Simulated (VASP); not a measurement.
# Cu (Fm-3m) in VASP: further runs

Cu is run at these levels: LDA, RPBE, revPBE+D3(BJ); tasks: single point.

All numbers are computed with VASP 6.6.1; they aren't measurements. Logs are shortened: lines on timing, memory, paths and dates and some standing lists are left out, and cuts for length are marked.

### 1 The cell of the first run

It takes space group Fm-3m (No. 225, cubic). The conventional cell has a = 3.615 Å, b = 3.615 Å, c = 3.615 Å, α = 90.00°, β = 90.00°, γ = 90.00°. Within 3.4 Å of Cu (site symmetry m-3m) lie 12 Cu at 2.56 Å.

### 2 Single point, LDA

The input, INCAR:

```
  PREC = Accurate
  ENCUT = 600
  EDIFF = 1E-6
  ISMEAR = -1
  SIGMA = 0.05
  LREAL = False
  LASPH = True
  NELM = 120
  ALGO = Normal
  ISIF = 2
  LWAVE = False
  LCHARG = True
  LELF = True
  LVHAR = True
  NBANDS = 12
  GGA_COMPAT = False
```

The input, KPOINTS:

```
Automatic mesh
0
Gamma
  13 13 13
```

The input, POSCAR:

```
Cu
1.0
    0.0000000000      1.8075000000      1.8075000000
    1.8075000000      0.0000000000      1.8075000000
    1.8075000000      1.8075000000      0.0000000000
Cu
1
Direct
    0.0000000000      0.0000000000      0.0000000000
```

Potentials or basis: VASP PAW LDA potentials, release 64 (Cu).

Started as:

```console
cat potpaw_LDA.64/Cu/POTCAR > POTCAR
mpirun -np 1 vasp_std > vasp.out
```

OUTCAR:

```text
PREC = Accurate
   ENCUT = 600
   EDIFF = 1E-6
   ISMEAR = -1
   LREAL = False
   LASPH = True
   NELM = 120
   ISIF = 2

 ion  position               nearest neighbor table
   1  0.000  0.000  0.000-

  LATTYP: Found a face centered cubic cell.
 ALAT       =     3.6150000000

  Lattice vectors:

 A1 = (   0.0000000000,   1.8075000000,   1.8075000000)
 A2 = (   1.8075000000,   0.0000000000,   1.8075000000)
 A3 = (   1.8075000000,   1.8075000000,   0.0000000000)

Analysis of symmetry for initial positions (statically):
=====================================================================
 Subroutine PRICEL returns:
 Original cell was already a primitive cell.

 Routine SETGRP: Setting up the symmetry group for a
 face centered cubic supercell.

 Subroutine GETGRP returns: Found 48 space group operations
[... 9 lines left out ...]

 Routine SETGRP: Setting up the symmetry group for a
 face centered cubic supercell.

 Subroutine GETGRP returns: Found 48 space group operations
[... 11 lines left out ...]
                                     Primitive cell

  volume of cell :      11.8104

  direct lattice vectors                    reciprocal lattice vectors
     0.000000000  1.807500000  1.807500000    -0.276625173  0.276625173  0.276625173
     1.807500000  0.000000000  1.807500000     0.276625173 -0.276625173  0.276625173
     1.807500000  1.807500000  0.000000000     0.276625173  0.276625173 -0.276625173

  length of vectors
     2.556191014  2.556191014  2.556191014     0.479128854  0.479128854  0.479128854

  position of ions in fractional coordinates (direct lattice)
     0.000000000  0.000000000  0.000000000

  ion indices of the primitive-cell ions
   primitive index   ion index
                 1           1

----------------------------------------------------------------------------------------

 KPOINTS: Automatic mesh

Automatic generation of k-mesh.
 Grid dimensions read from file:
 generate k-points for:   13   13   13

 Generating k-lattice:

  Cartesian coordinates                     Fractional coordinates (reciprocal lattice)
    -0.021278859  0.021278859  0.021278859     0.076923077  0.000000000  0.000000000
     0.021278859 -0.021278859  0.021278859     0.000000000  0.076923077  0.000000000
     0.021278859  0.021278859 -0.021278859     0.000000000  0.000000000  0.076923077

  Length of vectors
     0.036856066  0.036856066  0.036856066

  Shift w.r.t. Gamma in fractional coordinates (k-lattice)
     0.000000000  0.000000000  0.000000000

 Subroutine IBZKPT returns following result:
 ===========================================

 Found     84 irreducible k-points:

 Following reciprocal coordinates:
            Coordinates               Weight
  0.000000  0.000000  0.000000      1.000000
  0.076923  0.000000  0.000000      8.000000
  0.153846  0.000000  0.000000      8.000000
  0.230769  0.000000  0.000000      8.000000
  0.307692  0.000000  0.000000      8.000000
  0.384615  0.000000  0.000000      8.000000
[... 16 lines left out ...]
  0.384615  0.153846  0.000000     24.000000
  0.461538  0.153846  0.000000     24.000000
 [... further k-points ...]
   k-points           NKPTS =     84   k-points in BZ     NKDIM =     84   number of bands    NBANDS=     12
   number of dos      NEDOS =    301   number of ions     NIONS =      1
   total plane-waves  NPLWV =   8000
   dimension x,y,z NGX =    20 NGY =   20 NGZ =   20
   dimension x,y,z NGXF=    40 NGYF=   40 NGZF=   40
   ions per type =               1
   NGX,Y,Z   is equivalent  to a cutoff of  13.01, 13.01, 13.01 a.u.
   NGXF,Y,Z  is equivalent  to a cutoff of  26.01, 26.01, 26.01 a.u.
 SYSTEM =  unknown system
   PREC   = accura    normal or accurate (medium, high low for compatibility)
   ISTART =      0    job   : 0-new  1-cont  2-samecut
   ICHARG =      2    charge: 1-file 2-atom 10-const
   ISPIN  =      1    spin polarized calculation?
   LNONCOLLINEAR =      F non collinear calculations
   LSORBIT =      F    spin-orbit coupling
   LASPH  =      T    aspherical Exc in radial PAW
   ENCUT  =  600.0 eV  44.10 Ry    6.64 a.u.   5.11  5.11  5.11*2*pi/ulx,y,z
   NELM   =    120;   NELMIN=  2; NELMDL= -5     # of ELM steps
   EDIFF  = 0.1E-05   stopping-criterion for ELM
   LREAL  =      F    real-space projection
   EDIFFG = 0.1E-04   stopping-criterion for IOM
   NSW    =      0    number of steps for IOM
   IBRION =     -1    ionic relax: 0-MD 1-quasi-New 2-CG
   NFREE  =      0    steps in history (QN), initial steepest desc. (CG)
   ISIF   =      2    stress and relaxation
   ISYM   =      2    0-nonsym 1-usesym 2-fastsym
   POTIM  = 0.5000    time-step for ionic-motion
   TEBEG  =    0.0;   TEEND  =   0.0 temperature during run
   PSTRESS=    0.0 pullay stress
   NELECT =      11.0000    total number of electrons
   NUPDOWN=      -1.0000    fix difference up-down
   EMIN   =  10.00;   EMAX   =-10.00  energy-range for DOS
   EFERMI =   0.00;   METHOD = LEGACY
   ISMEAR =    -1;   SIGMA  =   0.05  broadening in eV -4-tet -1-fermi 0-gaus
   EFERMI_NEDOS =   21; number of points for ismear=-14 and -15
   IALGO  =     38    algorithm
   IMIX   =      4    mixing-type and parameters
     AMIX     =   0.40;   BMIX     =  1.00
     AMIX_MAG =   1.60;   BMIX_MAG =  1.00
  volume/ion in A,a.u.               =      11.81        79.70
  Fermi-wavevector in a.u.,A,eV,Ry     =   1.598763  3.021224 34.777078  2.556043
  Thomas-Fermi vector in A             =   2.696162
   LORBIT       =      0    0 simple, 1 ext, 2 COOP (PROOUT), +10 PAW based schemes
   GGA     = CA    functional components
   LHFCALC =     F    Hartree Fock is set to
   AEXX    =    0.0000 exact exchange contribution
   IVDW    =     0    specifies the selected vdW correction
   LEPSILON=     F    determine dielectric tensor
   LRPA    =     F    only Hartree local field effects (RPA)
 non-spin polarized calculation
  energy-cutoff  :      600.00
  volume of cell :       11.81
 maximum number of plane-waves:       411
   NGX = 11   NGY = 11   NGZ = 11

 number of electron      11.0000001 magnetization

 Free energy of the ion-electron system (eV)
  ---------------------------------------------------
  ext. energy  EPLUGINS =         0.00000000
  ---------------------------------------------------
  free energy    TOTEN  =        -4.67572632 eV

  energy without entropy =       -4.67306037  energy(sigma->0) =       -4.67439335

 E-fermi :   7.5064     XC(G=0): -13.1028

 val. band max:        7.3105388087   @ k =   0.4615   0.2308   0.0000
 cond. band min:       7.5159517052   @ k =   0.4615   0.3077   0.0000
 fundamental gap:      0.2054128965
 Fermi energy:         7.5064263659

 k-point     1 :       0.0000    0.0000    0.0000
  band No.  band energies     occupation
      1      -2.0106      2.00000
      2       4.2594      2.00000
      3       4.2594      2.00000
      4       4.2594      2.00000
      5       5.0967      2.00000
      6       5.0967      2.00000
      7      30.0241      0.00000
      8      32.4826      0.00000
      9      32.4826      0.00000
     10      32.4826      0.00000
     11      35.0210      0.00000
     12      35.0210      0.00000

 k-point     2 :       0.0769    0.0000    0.0000
  band No.  band energies     occupation
      1      -1.7955      2.00000
      2       4.2148      2.00000
      3       4.2995      2.00000
      4       4.2995      2.00000
      5       5.0815      2.00000
      6       5.0815      2.00000
      7      28.5147      0.00000
      8      30.8756      0.00000
      9      31.8735      0.00000
     10      31.8735      0.00000
     11      35.9331      0.00000
     12      35.9331      0.00000

 k-point     3 :       0.1538    0.0000    0.0000
  band No.  band energies     occupation
      1      -1.1650      2.00000
      2       4.1062      2.00000
      3       4.3867      2.00000
      4       4.3867      2.00000
      5       5.0670      2.00000
      6       5.0670      2.00000
      7      24.6322      0.00000
      8      30.4981      0.00000
      9      30.9548      0.00000
     10      30.9548      0.00000
     11      36.9720      0.00000
     12      37.3868      0.00000

 k-point     4 :       0.2308    0.0000    0.0000
  band No.  band energies     occupation
      1      -0.1789      2.00000
      2       4.0157      2.00000
      3       4.4258      2.00000
      4       4.4258      2.00000
      5       5.1397      2.00000
      6       5.1397      2.00000
      7      20.7086      0.00000
      8      30.0547      0.00000
      9      30.2095      0.00000
     10      30.2095      0.00000
     11      36.2405      0.00000
     12      36.2405      0.00000

 k-point     5 :       0.3077    0.0000    0.0000
  band No.  band energies     occupation
      1       0.9831      2.00000
      2       4.1326      2.00000
      3       4.3729      2.00000
      4       4.3729      2.00000
      5       5.3239      2.00000
      6       5.3239      2.00000
      7      17.0595      0.00000
      8      29.4498      0.00000
      9      29.6931      0.00000
     10      29.6931      0.00000
     11      34.4976      0.00000
     12      34.4976      0.00000

 k-point     6 :       0.3846    0.0000    0.0000
  band No.  band energies     occupation
      1       1.8668      2.00000
      2       4.2923      2.00000
      3       4.2923      2.00000
      4       4.8519      2.00000
      5       5.5239      2.00000
      6       5.5239      2.00000
      7      13.8364      0.00000
      8      28.8987      0.00000
      9      29.3909      0.00000
     10      29.3909      0.00000
     11      33.2016      0.00000
     12      33.2016      0.00000

 k-point     7 :       0.4615    0.0000    0.0000
  band No.  band energies     occupation
      1       2.1862      2.00000
      2       4.2399      2.00000
      3       4.2399      2.00000
      4       5.6483      2.00000
      5       5.6483      2.00000
      6       6.0827      2.00000
      7      11.4647      0.00000
      8      28.5812      0.00000
      9      29.2629      0.00000
     10      29.2629      0.00000
     11      32.5086      0.00000
     12      32.5086      0.00000

 k-point     8 :       0.0769    0.0769    0.0000
  band No.  band energies     occupation
      1      -1.7240      2.00000
      2       4.1752      2.00000
      3       4.3278      2.00000
      4       4.3278      2.00000
      5       5.0206      2.00000
      6       5.1278      2.00000
      7      29.1530      0.00000
      8      30.3164      0.00000
      9      30.3164      0.00000
     10      31.4823      0.00000
     11      36.5015      0.00000
     12      37.3272      0.00000
[... 166 lines left out ...]
 k-point    20 :       0.1538    0.1538    0.0000
  band No.  band energies     occupation
      1      -0.8880      2.00000
      2       3.9450      2.00000
      3       4.5270      2.00000
      4       4.5270      2.00000
      5       4.8259      2.00000
      6       5.2144      2.00000
      7      27.4875      0.00000
      8      27.4875      0.00000
      9      27.7577      0.00000
     10      29.5999      0.00000
     11      33.4526      0.00000
     12      39.6995      0.00000

 k-point    21 :       0.2308    0.1538    0.0000
  band No.  band energies     occupation
      1      -0.1624      2.00000
      2       3.8005      2.00000
      3       4.5441      2.00000
      4       4.6420      2.00000
      5       4.8713      2.00000
      6       5.2869      2.00000
      7      23.8396      0.00000
      8      26.3215      0.00000
      9      27.8649      0.00000
     10      29.5914      0.00000
     11      32.0317      0.00000
     12      39.6803      0.00000

 k-point    22 :       0.3077    0.1538    0.0000
  band No.  band energies     occupation
      1       0.8503      2.00000
      2       3.6988      2.00000
      3       4.3720      2.00000
      4       4.6709      2.00000
      5       5.2440      2.00000
      6       5.4267      2.00000
      7      20.0280      0.00000
      8      25.5680      0.00000
      9      27.0468      0.00000
     10      28.5081      0.00000
     11      33.8483      0.00000
     12      38.9437      0.00000

 k-point    23 :       0.3846    0.1538    0.0000
  band No.  band energies     occupation
      1       1.8860      2.00000
      2       3.7521      2.00000
      3       4.2159      2.00000
      4       4.6176      2.00000
      5       5.5897      2.00000
      6       5.8863      2.00000
      7      16.4917      0.00000
      8      25.2626      0.00000
      9      25.6201      0.00000
     10      27.8762      0.00000
     11      36.7043      0.00000
     12      38.2580      0.00000

 k-point    24 :       0.4615    0.1538    0.0000
  band No.  band energies     occupation
      1       2.4800      2.00000
      2       3.9250      2.00000
      3       4.2818      2.00000
      4       4.5432      2.00000
      5       5.6818      2.00000
      6       6.9923      1.99993
      7      13.3900      0.00000
      8      24.1956      0.00000
      9      25.4418      0.00000
     10      27.7435      0.00000
     11      37.4127      0.00000
     12      37.5985      0.00000

 [... further k-points ...]
[... 5 lines left out ...]
  --------------------------------------------------------------------------------------
  -------------------------------------------------------------------------------------
  Total       -0.8695817     -0.8695817     -0.8695817      0.0000000     -0.0000000     -0.0000000
  in kB     -117.9657889   -117.9657889   -117.9657889      0.0000000     -0.0000000     -0.0000000
  external PRESSURE =    -117.9657889 kB  Pullay stress =       0.0000000 kB

 VOLUME and BASIS-vectors are now :
 -----------------------------------------------------------------------------
  energy-cutoff  :      600.00
  volume of cell :       11.81
      direct lattice vectors                 reciprocal lattice vectors
     0.000000000  1.807500000  1.807500000    -0.276625173  0.276625173  0.276625173
     1.807500000  0.000000000  1.807500000     0.276625173 -0.276625173  0.276625173
     1.807500000  1.807500000  0.000000000     0.276625173  0.276625173 -0.276625173

 POSITION                                       TOTAL-FORCE (eV/Angst)
 -----------------------------------------------------------------------------------
      0.00000      0.00000      0.00000         0.000000      0.000000      0.000000
 -----------------------------------------------------------------------------------
    total drift:                                0.000000      0.000000      0.000000

  FREE ENERGIE OF THE ION-ELECTRON SYSTEM (eV)
  ---------------------------------------------------
  free  energy   TOTEN  =        -4.6757263226 eV

  energy  without entropy=       -4.6730603677  energy(sigma->0) =       -4.67439335
```

Run time: 9.8 s. Hardware: 1 thread of Intel Xeon Platinum 8259CL at 2.50GHz (Skylake/Cascade Lake), shared host; peak memory 0.12 GiB.

Results:

```
Free energy : -4.6757 eV
Pressure    : -11.8 GPa
```

Levels at points of the mesh, in eV from the Fermi level:
```csv
k point,band 4,band 5,band 6,band 7,band 8,band 9
"(0.00, 0.00, 0.00)",-3.25,-2.41,-2.41,22.52,24.98,24.98
```

### 3 Single point, RPBE

This run uses another cell than the first one, of 12.28 Å³/atom, 1.040 times its volume.

The input, INCAR:

```
SYSTEM = Cu
PREC = Accurate ; ENCUT = 600
EDIFF = 1E-6 ; ISMEAR = -1
SIGMA = 0.05 ; LREAL = .False.
LASPH = .True. ; NELM = 120
ALGO = Normal ; ISIF = 2
LWAVE = .False. ; LCHARG = .False.
GGA = RP ; NBANDS = 12
GGA_COMPAT = .False.
```

The input, KPOINTS:

```
regular mesh
0
Gamma
  13 13 13
  0 0 0
```

The input, POSCAR:

```
Cu
1.0
    0.0000000000      1.8312856224      1.8312856224
    1.8312856224      0.0000000000      1.8312856224
    1.8312856224      1.8312856224      0.0000000000
Cu
1
Direct
    0.0000000000      0.0000000000      0.0000000000
```

Potentials or basis: VASP PAW PBE potentials, release 64 (Cu).

Started as:

```console
cat potpaw_PBE.64/Cu/POTCAR > POTCAR
mpirun -np 1 vasp_std > vasp.out
```

OUTCAR:

```text
SYSTEM = Cu
   PREC = Accurate
   ENCUT = 600
   EDIFF = 1E-6
   ISMEAR = -1
   LREAL = .False.
   LASPH = .True.
   NELM = 120
   ISIF = 2
   GGA = RP

 ion  position               nearest neighbor table
   1  0.000  0.000  0.000-

  LATTYP: Found a face centered cubic cell.
 ALAT       =     3.6625712448

  Lattice vectors:

 A1 = (   0.0000000000,   1.8312856224,   1.8312856224)
 A2 = (   1.8312856224,   0.0000000000,   1.8312856224)
 A3 = (   1.8312856224,   1.8312856224,   0.0000000000)

Analysis of symmetry for initial positions (statically):
[... 531 lines left out ...]
      7      13.1580      0.00000
      8      23.7365      0.00000
      9      25.0330      0.00000
     10      27.1938      0.00000
     11      36.7347      0.00000
     12      36.8658      0.00000

 [... further k-points ...]
[... 5 lines left out ...]
  --------------------------------------------------------------------------------------
  -------------------------------------------------------------------------------------
  Total        0.1234555      0.1234555      0.1234555     -0.0000000      0.0000000     -0.0000000
  in kB       16.1035936     16.1035936     16.1035936     -0.0000000      0.0000000     -0.0000000
  external PRESSURE =      16.1035936 kB  Pullay stress =       0.0000000 kB

 VOLUME and BASIS-vectors are now :
 -----------------------------------------------------------------------------
  energy-cutoff  :      600.00
  volume of cell :       12.28
      direct lattice vectors                 reciprocal lattice vectors
     0.000000000  1.831285622  1.831285622    -0.273032232  0.273032232  0.273032232
     1.831285622  0.000000000  1.831285622     0.273032232 -0.273032232  0.273032232
     1.831285622  1.831285622  0.000000000     0.273032232  0.273032232 -0.273032232

 POSITION                                       TOTAL-FORCE (eV/Angst)
 -----------------------------------------------------------------------------------
      0.00000      0.00000      0.00000         0.000000      0.000000      0.000000
 -----------------------------------------------------------------------------------
    total drift:                               -0.000000      0.000000      0.000000

  FREE ENERGIE OF THE ION-ELECTRON SYSTEM (eV)
  ---------------------------------------------------
  free  energy   TOTEN  =        -3.2562405509 eV

  energy  without entropy=       -3.2534610028  energy(sigma->0) =       -3.25485078
```

OSZICAR:

```text
N       E                     dE             d eps       ncg     rms          rms(c)
DAV:   1     0.459269017569E+02    0.45927E+02   -0.60091E+03  2304   0.171E+03
DAV:   2    -0.259640691210E+01   -0.48523E+02   -0.44583E+02  2048   0.212E+02
DAV:   3    -0.403677752429E+01   -0.14404E+01   -0.14347E+01  2392   0.430E+01
DAV:   4    -0.404534528718E+01   -0.85678E-02   -0.85664E-02  2264   0.291E+00
DAV:   5    -0.404542733130E+01   -0.82044E-04   -0.82043E-04  2400   0.289E-01    0.725E+00
DAV:   6    -0.360860495775E+01    0.43682E+00   -0.13258E+01  2392   0.690E+01    0.384E+00
DAV:   7    -0.326648715981E+01    0.34212E+00   -0.21622E+00  2412   0.279E+01    0.577E-01
DAV:   8    -0.325768818932E+01    0.87990E-02   -0.39820E-03  2284   0.851E-01    0.288E-01
DAV:   9    -0.325624674881E+01    0.14414E-02   -0.98913E-03  2536   0.177E+00    0.349E-02
DAV:  10    -0.325624342818E+01    0.33206E-05   -0.43888E-05  2984   0.110E-01    0.105E-02
DAV:  11    -0.325624043923E+01    0.29889E-05   -0.20512E-06  2440   0.233E-02    0.321E-04
DAV:  12    -0.325624055094E+01   -0.11171E-06   -0.22433E-08  1236   0.144E-03
   1 F= -.32562406E+01 E0= -.32548508E+01  d E =-.277955E-02
```

It took 10 s on 1 thread of Intel Xeon Platinum 8259CL at 2.50GHz (Skylake/Cascade Lake), shared host; peak memory 0.14 GiB.

What came out:

```yaml
Free_energy: -3.2562 eV
Pressure: 1.6 GPa
```

Caveat: the PAW data sets were made with another functional, which shifts forces and pressure a little.

[end of part 1 of 2]
